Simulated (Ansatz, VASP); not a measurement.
# Pd in VASP and in Ansatz

```
CELL_PARAMETERS angstrom
0.00000 1.94490 2.04215
1.94490 0.00000 2.04215
1.94490 1.94490 0.00000
ATOMIC_POSITIONS crystal
Pd 0.00000 0.00000 0.00000
```

Change from the starting cell: strain +0.000 along x and y, +0.050 along z, atoms carried along.

Alike in both runs: task single point; functional PBE; k mesh 20 × 20 × 20; occupations gaussian, width 0.15 eV; no spin polarisation.

```csv
,VASP,Ansatz
version,VASP 6.6.1,Ansatz 0.2.0
potentials or method,"VASP PAW PBE potentials, release 64 (Pd), cutoff 520 eV","scalar-relativistic, plane waves, PAW"
valence electrons in the cell,10,18
```

|  | VASP | Ansatz | Ansatz less VASP |
| --- | --- | --- | --- |
| gap on the k mesh at the Fermi level (eV) | none | none | - |
| pressure (GPa) | -1.3 | -1.1 | +0.22 |
| traceless stress, the component that is largest in VASP (GPa) | -1.77 | -1.80 | -0.024 |

A gap of «none» marks a metal or a gap that the smearing closes. The functional is the same, so the differences come from potentials, cutoffs and numerics. VASP's potentials hold 10 valence electrons a cell and Ansatz's 18, so a difference there can come from the potentials and not from the codes.
